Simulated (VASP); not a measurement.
# Ga2Te3O (Cmmm) in VASP: a series of runs

Ga2Te3O is run at these levels: PBE; tasks: single point.

All numbers are computed with VASP 6.6.1; they aren't measurements. Logs are shortened: lines on timing, memory, paths and dates and some standing lists are left out, and cuts for length are marked.

## (1) The cell of the first run

It takes space group Cmmm (No. 65, orthorhombic). Conventional cell: a = 5.025 Å, b = 8.722 Å, c = 7.302 Å, α = 90.00°, β = 90.00°, γ = 90.00°. Within 3.7 Å of Ga (site symmetry m2m) lie 3 Ga at 2.84 to 3.05 Å and 6 Te at 3.20 to 3.29 Å. Te (site symmetry mm2) has 1 O at 2.17 Å within 2.9 Å. Within 3.3 Å of Te (site symmetry mmm) lie 2 O at 2.51 Å. O (site symmetry mmm) has 4 Te at 2.17 to 2.51 Å within 2.9 Å.

## (2) Single point, PBE

Contents of INCAR:

```
SYSTEM = Ga2Te3O
PREC = Accurate
ENCUT = 520
EDIFF = 1E-7
ISMEAR = 0
SIGMA = 0.1
LREAL = .False.
LASPH = .True.
NELM = 100
ALGO = Normal
ISIF = 2
LWAVE = .False.
LCHARG = .False.
GGA = PE
NBANDS = 34
```

Contents of KPOINTS:

```
Automatic mesh
0
Gamma
  4 4 2
  0 0 0
```

Contents of POSCAR:

```
Ga2Te3O
1.0
    2.5122562560     -4.3608420772      0.0000000000
    2.5122562560      4.3608420772      0.0000000000
    0.0000000000      0.0000000000      7.3021969913
Ga Te O
2 3 1
Direct
    0.8253461878      0.1746538122      0.0000000000
    0.1746538122      0.8253461878      0.0000000000
    0.5000000000      0.5000000000      0.2027840216
    0.5000000000      0.5000000000      0.7972159784
    0.0000000000      0.0000000000      0.5000000000
    0.5000000000      0.5000000000      0.5000000000
```

Potentials or basis: VASP PAW PBE potentials, release 64 (Ga_d, Te, O).

Started as:

```
cat potpaw_PBE.64/Ga_d/POTCAR potpaw_PBE.64/Te/POTCAR potpaw_PBE.64/O/POTCAR > POTCAR
mpirun -np 1 vasp_std > vasp.out
```

OUTCAR:

```text
SYSTEM = Ga2Te3O
   PREC = Accurate
   ENCUT = 520
   EDIFF = 1E-7
   ISMEAR = 0
   LREAL = .False.
   LASPH = .True.
   NELM = 100
   ISIF = 2
   GGA = PE

 ion  position               nearest neighbor table
   1  0.825  0.175  0.000-   2 2.84   2 2.84   4 3.20   3 3.20   3 3.29   3 3.29   4 3.29   4 3.29

   2  0.175  0.825  0.000-   1 2.84   1 2.84   4 3.20   3 3.20   4 3.29   3 3.29   3 3.29   4 3.29

   3  0.500  0.500  0.203-   6 2.17   4 2.96   1 3.20   2 3.20   2 3.29   1 3.29   2 3.29   1 3.29
                             5 3.32   5 3.32
   4  0.500  0.500  0.797-   6 2.17   3 2.96   1 3.20   2 3.20   2 3.29   1 3.29   2 3.29   1 3.29
                             5 3.32   5 3.32
   5  0.000  0.000  0.500-   6 2.51   6 2.51   3 3.32   3 3.32   4 3.32   4 3.32
   6  0.500  0.500  0.500-   3 2.17   4 2.17   5 2.51   5 2.51

  LATTYP: Found a base centered orthorhombic cell.
 ALAT       =     5.0245125120
 B/A-ratio  =     1.7358269352
 C/A-ratio  =     1.4533145203

  Lattice vectors:

 A1 = (   2.5122562560,  -4.3608420772,   0.0000000000)
 A2 = (   2.5122562560,   4.3608420772,   0.0000000000)
 A3 = (   0.0000000000,   0.0000000000,   7.3021969913)

Analysis of symmetry for initial positions (statically):
=====================================================================
 Subroutine PRICEL returns:
 Original cell was already a primitive cell.

 Routine SETGRP: Setting up the symmetry group for a
 base centered orthorhombic supercell.

 Subroutine GETGRP returns: Found  8 space group operations
 (whereof  8 operations were pure point group operations)
 out of a pool of  8 trial point group operations.

The static configuration has the point symmetry D_2h.

Analysis of symmetry for dynamics (positions and initial velocities):
=====================================================================
 Subroutine PRICEL returns:
 Original cell was already a primitive cell.

 Routine SETGRP: Setting up the symmetry group for a
 base centered orthorhombic supercell.

 Subroutine GETGRP returns: Found  8 space group operations
 (whereof  8 operations were pure point group operations)
 out of a pool of  8 trial point group operations.

The dynamic configuration has the point symmetry D_2h.

 Subroutine INISYM returns: Found  8 space group operations
 (whereof  8 operations are pure point group operations),
 and found     1 'primitive' translations

----------------------------------------------------------------------------------------

                                     Primitive cell

[... 92 lines left out ...]
   NFREE  =      0    steps in history (QN), initial steepest desc. (CG)
   ISIF   =      2    stress and relaxation
   ISYM   =      2    0-nonsym 1-usesym 2-fastsym
   POTIM  = 0.5000    time-step for ionic-motion
   TEBEG  =    0.0;   TEEND  =   0.0 temperature during run
   PSTRESS=    0.0 pullay stress
   NELECT =      50.0000    total number of electrons
   NUPDOWN=      -1.0000    fix difference up-down
   EMIN   =  10.00;   EMAX   =-10.00  energy-range for DOS
   EFERMI =   0.00;   METHOD = LEGACY
   ISMEAR =     0;   SIGMA  =   0.10  broadening in eV -4-tet -1-fermi 0-gaus
   EFERMI_NEDOS =   21; number of points for ismear=-14 and -15
   IALGO  =     38    algorithm
   IMIX   =      4    mixing-type and parameters
     AMIX     =   0.40;   BMIX     =  1.00
     AMIX_MAG =   1.60;   BMIX_MAG =  1.00
  volume/ion in A,a.u.               =      26.67       179.95
  Fermi-wavevector in a.u.,A,eV,Ry     =   1.110944  2.099380 16.792268  1.234197
  Thomas-Fermi vector in A             =   2.247502
   LORBIT       =      0    0 simple, 1 ext, 2 COOP (PROOUT), +10 PAW based schemes
   GGA     = PE    functional components
   LHFCALC =     F    Hartree Fock is set to
   AEXX    =    0.0000 exact exchange contribution
   IVDW    =     0    specifies the selected vdW correction
   LEPSILON=     F    determine dielectric tensor
   LRPA    =     F    only Hartree local field effects (RPA)
 non-spin polarized calculation
 Gauss-broadening in eV      SIGMA  =   0.10
  energy-cutoff  :      520.00
  volume of cell :      160.00
 maximum number of plane-waves:      4328
 NGX is ok and might be reduce to    40
   NGX = 19   NGY = 19   NGZ = 27

 number of electron      50.0000023 magnetization

 Free energy of the ion-electron system (eV)
  ---------------------------------------------------
  ext. energy  EPLUGINS =         0.00000000
  ---------------------------------------------------
  free energy    TOTEN  =       -19.86661151 eV

  energy without entropy =      -19.85620592  energy(sigma->0) =      -19.86140871

 E-fermi :   4.4029     XC(G=0):  -9.2257

 val. band max:        4.3806812290   @ k =   0.5000   0.5000   0.5000
 cond. band min:       4.4370199090   @ k =   0.2500   0.2500   0.5000
 fundamental gap:      0.0563386800
 Fermi energy:         4.4028907605

 k-point     1 :       0.0000    0.0000    0.0000
  band No.  band energies     occupation
      1     -14.2695      2.00000
      2     -10.1445      2.00000
      3     -10.1047      2.00000
      4     -10.0973      2.00000
      5     -10.0878      2.00000
      6     -10.0868      2.00000
[... 507 lines left out ...]
     33       9.4995      0.00000
     34      10.1032      0.00000

------------------------ aborting loop because EDIFF is reached ----------------------------------------

  FORCE on cell =-STRESS in cart. coord.  units (eV):
  Direction    XX          YY          ZZ          XY          YZ          ZX
  --------------------------------------------------------------------------------------
  -------------------------------------------------------------------------------------
  Total       -0.2660694      0.1875915     -0.0894926      0.0000000      0.0000000      0.0000000
  in kB       -2.6643276      1.8784771     -0.8961482      0.0000000      0.0000000      0.0000000
  external PRESSURE =      -0.5606662 kB  Pullay stress =       0.0000000 kB

 VOLUME and BASIS-vectors are now :
 -----------------------------------------------------------------------------
  energy-cutoff  :      520.00
  volume of cell :      160.00
      direct lattice vectors                 reciprocal lattice vectors
     2.512256256 -4.360842077  0.000000000     0.199024283 -0.114656755  0.000000000
     2.512256256  4.360842077  0.000000000     0.199024283  0.114656755  0.000000000
     0.000000000  0.000000000  7.302196991     0.000000000  0.000000000  0.136945087

 POSITION                                       TOTAL-FORCE (eV/Angst)
 -----------------------------------------------------------------------------------
      2.51226     -2.83757      0.00000         0.000000     -0.007526     -0.000000
      2.51226      2.83757      0.00000         0.000000      0.007526      0.000000
      2.51226      0.00000      1.48077        -0.000000     -0.000000      0.034073
      2.51226      0.00000      5.82143         0.000000     -0.000000     -0.034073
      0.00000      0.00000      3.65110         0.000000     -0.000000      0.000000
      2.51226      0.00000      3.65110         0.000000      0.000000      0.000000
 -----------------------------------------------------------------------------------
    total drift:                                0.000000      0.000000      0.000000

  FREE ENERGIE OF THE ION-ELECTRON SYSTEM (eV)
  ---------------------------------------------------
  free  energy   TOTEN  =       -19.8666115091 eV

  energy  without entropy=      -19.8562059201  energy(sigma->0) =      -19.86140871
```

OSZICAR:

```text
N       E                     dE             d eps       ncg     rms          rms(c)
DAV:   1     0.407607528546E+03    0.40761E+03   -0.21693E+04  1008   0.173E+03
DAV:   2     0.412805388108E+02   -0.36633E+03   -0.34689E+03  1096   0.458E+02
DAV:   3    -0.181045591485E+02   -0.59385E+02   -0.57309E+02  1222   0.139E+02
DAV:   4    -0.212899804820E+02   -0.31854E+01   -0.31375E+01  1232   0.344E+01
DAV:   5    -0.213874857996E+02   -0.97505E-01   -0.97238E-01  1232   0.533E+00    0.135E+01
DAV:   6    -0.202753949600E+02    0.11121E+01   -0.71925E+00  1038   0.151E+01    0.866E+00
DAV:   7    -0.198893238434E+02    0.38607E+00   -0.20674E+00  1080   0.719E+00    0.594E+00
DAV:   8    -0.198732660841E+02    0.16058E-01   -0.44648E-01  1064   0.304E+00    0.195E+00
DAV:   9    -0.198666982458E+02    0.65678E-02   -0.61633E-02  1110   0.129E+00    0.720E-01
DAV:  10    -0.198667990174E+02   -0.10077E-03   -0.10213E-02  1050   0.572E-01    0.269E-01
DAV:  11    -0.198666368067E+02    0.16221E-03   -0.10200E-03  1086   0.174E-01    0.110E-01
DAV:  12    -0.198666358328E+02    0.97398E-06   -0.44040E-04  1080   0.123E-01    0.923E-02
DAV:  13    -0.198666110240E+02    0.24809E-04   -0.78275E-05  1076   0.525E-02    0.188E-02
DAV:  14    -0.198666120405E+02   -0.10165E-05   -0.14245E-05  1088   0.178E-02    0.115E-02
DAV:  15    -0.198666114283E+02    0.61228E-06   -0.12860E-06  1278   0.626E-03    0.259E-03
DAV:  16    -0.198666115320E+02   -0.10371E-06   -0.19933E-07   938   0.223E-03    0.149E-03
DAV:  17    -0.198666115091E+02    0.22859E-07   -0.41078E-08   552   0.113E-03
   1 F= -.19866612E+02 E0= -.19861409E+02  d E =-.104056E-01
```

stdout:

```text
POSCAR found type information on POSCAR GaTeO
 POSCAR found :  3 types and       6 ions
 scaLAPACK will be used
 LDA part: xc-table for (Slater+PW92), standard interpolation
 POSCAR, INCAR and KPOINTS ok, starting setup
 FFT: planning ... GRIDC
 FFT: planning ... GRID_SOFT
 FFT: planning ... GRID
 WAVECAR not read
 entering main loop
```

Run time: 69 s. Hardware: 1 thread of Intel Xeon Platinum 8488C (Sapphire Rapids), shared host; peak memory 0.31 GiB.

What came out:

```yaml
Free_energy: -19.8666 eV
Pressure: -0.1 GPa
Largest_force: 0.034 eV/Å
Band_gap_on_the_k_mesh: zero (band 25 reaches 4.91 eV, above the bottom of band 26 at 4.11 eV)
```

Forces in eV/Å, atoms in the order of the input:
```
Ga   0.000 -0.008  0.000
Ga   0.000  0.008  0.000
Te   0.000  0.000  0.034
Te   0.000  0.000 -0.034
Te   0.000  0.000  0.000
O    0.000  0.000  0.000
```

Levels at points of the mesh, in eV from the Fermi level:
| k point | band 23 | band 24 | band 25 | band 26 | band 27 | band 28 |
| --- | --- | --- | --- | --- | --- | --- |
| (0.00, 0.00, 0.00) | -1.34 | -1.16 | -0.76 | -0.29 | 0.13 | 0.21 |
| (0.50, 0.00, 0.00) | -1.34 | -0.66 | 0.50 | 0.92 | 1.58 | 1.93 |
| (0.50, 0.50, 0.00) | -1.42 | -1.35 | -0.30 | 1.11 | 2.12 | 3.60 |
| (0.00, 0.00, 0.50) | -0.33 | -0.28 | -0.10 | 0.06 | 0.35 | 0.93 |
| (0.50, 0.00, 0.50) | -1.08 | -0.31 | -0.29 | 1.01 | 1.58 | 2.55 |
| (0.50, 0.50, 0.50) | -0.57 | -0.02 | 0.33 | 1.66 | 2.01 | 2.16 |

Caveat: the k points lie up to 0.43 Å⁻¹ apart; spin-orbit coupling is left out, which moves the levels of the heavy elements.

## (3) Single point, PBE

This run uses another cell than the first one, of 30.40 Å³/atom, 1.140 times its volume.

Contents of INCAR:

```
SYSTEM = Ga2Te3O
PREC     = Accurate       ! precision mode
ENCUT    = 520            ! plane-wave cutoff, eV
EDIFF    = 1E-6           ! SCF threshold, eV
ISMEAR   = 0              ! smearing method
SIGMA    = 0.1            ! smearing width, eV
LREAL    = .FALSE.        ! projectors in reciprocal space
LASPH    = .TRUE.         ! aspherical terms in the spheres
NELM     = 60             ! most SCF steps
ALGO     = Normal         ! electronic algorithm
ISIF     = 2              ! what is computed and relaxed
LWAVE    = .FALSE.        ! write WAVECAR
LCHARG   = .FALSE.        ! write CHGCAR
GGA      = PE             ! functional
NBANDS   = 34             ! bands
```

Contents of KPOINTS:

```
Automatic mesh
0
G
  4 4 2
  0 0 0
```

Contents of POSCAR:

```
Ga2Te3O
1.0
    3.2815926700     -3.5847578100      0.0000000000
    3.2815926700      3.5847578100      0.0000000000
    0.0000000000      0.0000000000      7.7520481700
Ga Te O
2 3 1
Direct
    0.7765157700      0.2234842300      0.0000000000
    0.2234842300      0.7765157700      0.0000000000
    0.5000000000      0.5000000000      0.2451937900
    0.5000000000      0.5000000000      0.7548062100
    0.0000000000      0.0000000000      0.5000000000
    0.5000000000      0.5000000000      0.5000000000
```

Potentials or basis: VASP PAW PBE potentials, release 64 (Ga_d, Te, O).

Started as:

```
cat potpaw_PBE.64/Ga_d/POTCAR potpaw_PBE.64/Te/POTCAR potpaw_PBE.64/O/POTCAR > POTCAR
mpirun -np 1 vasp_std > vasp.out
```

Wall time 53 s (1 thread of Intel Xeon Platinum 8488C (Sapphire Rapids), shared host); peak memory 0.3 GiB.

Results (log left out):

```
Free energy            : -18.0959 eV
Pressure               : -1.2 GPa
Largest force          : 1.469 eV/Å
Band gap on the k mesh : zero (band 25 reaches 3.54 eV, above the bottom of band 26 at 3.23 eV)
```

Forces in eV/Å, atoms in the order of the input:
```
Ga   0.000 -1.469  0.000
Ga   0.000  1.469  0.000
Te   0.000  0.000 -0.132
Te   0.000  0.000  0.132
Te   0.000  0.000  0.000
O    0.000  0.000  0.000
```

Stress tensor (GPa, compression positive):
```
-2.82  0.00  0.00
 0.00 -0.34  0.00
 0.00  0.00 -0.48
```

Levels at points of the mesh, in eV from the Fermi level:
```csv
k point,band 22,band 23,band 24,band 25,band 26,band 27,band 28,band 29
"(0.00, 0.00, 0.00)",-1.10,-0.99,-0.56,-0.03,0.13,0.54,1.46,2.65
"(0.50, 0.00, 0.00)",-1.38,-1.23,-0.24,-0.04,0.45,0.47,2.03,2.63
"(0.50, 0.50, 0.00)",-1.93,-1.84,-1.00,-0.33,0.08,1.38,2.34,3.41
"(0.00, 0.00, 0.50)",-1.05,-0.11,-0.02,0.25,0.57,0.78,0.79,1.51
"(0.50, 0.00, 0.50)",-1.17,-1.14,-0.28,-0.05,-0.04,1.24,1.30,1.95
"(0.50, 0.50, 0.50)",-0.68,-0.35,-0.06,0.07,0.53,0.60,1.00,1.22
```

Caveat: the k points lie up to 0.41 Å⁻¹ apart; spin-orbit coupling is left out, which moves the levels of the heavy elements; forces of over 1 eV/Å act on the atoms, so gaps and moduli don't describe the material at rest.

## (4) Single point, PBE

This run uses another cell than the first one, of 32.94 Å³/atom, 1.235 times its volume.

Contents of INCAR:

```
ALGO = Normal
EDIFF = 1E-7
ENCUT = 520
GGA = PE
ISIF = 2
ISMEAR = 0
LASPH = True
LCHARG = False
LREAL = False
LWAVE = False
NBANDS = 34
NELM = 60
PREC = Accurate
SIGMA = 0.1
```

Contents of KPOINTS:

```
k-points
0
Gamma
  4 4 4
```

Contents of POSCAR:

```
Ga2Te3O
1.0
    2.0801894880     -5.4234374106      0.0000000000
    2.0801894880      5.4234374106      0.0000000000
    0.0000000000      0.0000000000      8.7604876005
Ga Te O
2 3 1
Direct
    0.8414799429      0.1585200571      0.0000000000
    0.1585200571      0.8414799429      0.0000000000
    0.5000000000      0.5000000000      0.1639023603
    0.5000000000      0.5000000000      0.8360976397
    0.0000000000      0.0000000000      0.5000000000
    0.5000000000      0.5000000000      0.5000000000
```

Started as:

```
cat potpaw_PBE.64/Ga_d/POTCAR potpaw_PBE.64/Te/POTCAR potpaw_PBE.64/O/POTCAR > POTCAR
mpirun -np 1 vasp_std > vasp.out
```

It took 2.5 min on 1 thread of Intel Xeon Platinum 8488C (Sapphire Rapids), shared host; peak memory 0.46 GiB.

The run converged. Its results:

| Quantity | Value |
| --- | --- |
| Free energy | -20.0301 eV |
| Pressure | 0.1 GPa |
| Largest force | 0.043 eV/Å |
| Band gap on the k mesh | zero (band 25 reaches 3.46 eV, above the bottom of band 26 at 1.94 eV) |

Forces in eV/Å, atoms in the order of the input:
```
Ga   0.000 -0.004  0.000
Ga   0.000  0.004  0.000
Te   0.000  0.000  0.043
Te   0.000  0.000 -0.043
Te   0.000  0.000  0.000
O    0.000  0.000  0.000
```

Stress tensor (GPa, compression positive):
```
-0.06  0.00  0.00
 0.00  0.18  0.00
 0.00  0.00  0.14
```

Levels at points of the mesh, in eV from the Fermi level:
```csv
k point,band 21,band 22,band 23,band 24,band 25,band 26,band 27,band 28,band 29,band 30
"(0.00, 0.00, 0.00)",-2.10,-1.55,-0.12,0.14,0.58,0.62,0.82,0.83,1.34,2.79
"(0.50, 0.00, 0.00)",-2.75,-1.23,-1.03,-1.02,-0.65,-0.42,1.27,1.60,2.24,2.78
"(0.50, 0.50, 0.00)",-2.44,-1.69,-0.56,-0.16,0.20,0.57,2.01,3.28,3.59,3.94
"(0.00, 0.00, 0.50)",-1.89,-1.42,-0.05,0.09,0.41,0.62,0.82,1.10,1.34,1.59
"(0.50, 0.00, 0.50)",-1.97,-1.58,-1.06,-1.02,-0.88,-0.35,0.85,1.29,1.78,3.51
"(0.50, 0.50, 0.50)",-2.36,-1.29,-0.63,-0.09,0.61,0.63,0.94,3.24,3.29,3.65
```

Caveat: the k points lie up to 0.40 Å⁻¹ apart; spin-orbit coupling is left out, which moves the levels of the heavy elements; this functional lacks dispersion, which binds the layers, so the pressure and a relaxed spacing across them are unreliable.

## (5) Summary

```tsv
cell	k mesh	gap on the mesh (eV)	pressure (GPa)	largest force (eV/Å)
a = 5.033, b = 5.033, c = 7.302 Å, angles 90.0, 90.0, 120.1°, 6 atoms	4 × 4 × 2	none	-0.1	0.03
a = 4.860, b = 4.860, c = 7.752 Å, angles 90.0, 90.0, 95.1°, 6 atoms	4 × 4 × 2	none	-1.2	1.47
a = 5.809, b = 5.809, c = 8.760 Å, angles 90.0, 90.0, 138.0°, 6 atoms	4 × 4 × 4	none	0.1	0.04
```

Alike in all rows: task single point; level PBE; potentials or basis VASP PAW PBE potentials, release 64 (Ga_d, Te, O); no spin polarisation; cutoff (eV) 520; smearing gaussian 0.1 eV.

Caveats: all runs use coarse meshes; spin-orbit coupling is left out, which moves the levels of the heavy elements; forces of over 1 eV/Å act on the atoms, so gaps and moduli don't describe the material at rest (some runs); this functional lacks dispersion, which binds the layers, so the pressure and a relaxed spacing across them are unreliable (some runs).

Total energies depend on the potentials used, so only differences within one code and one set of settings carry meaning.
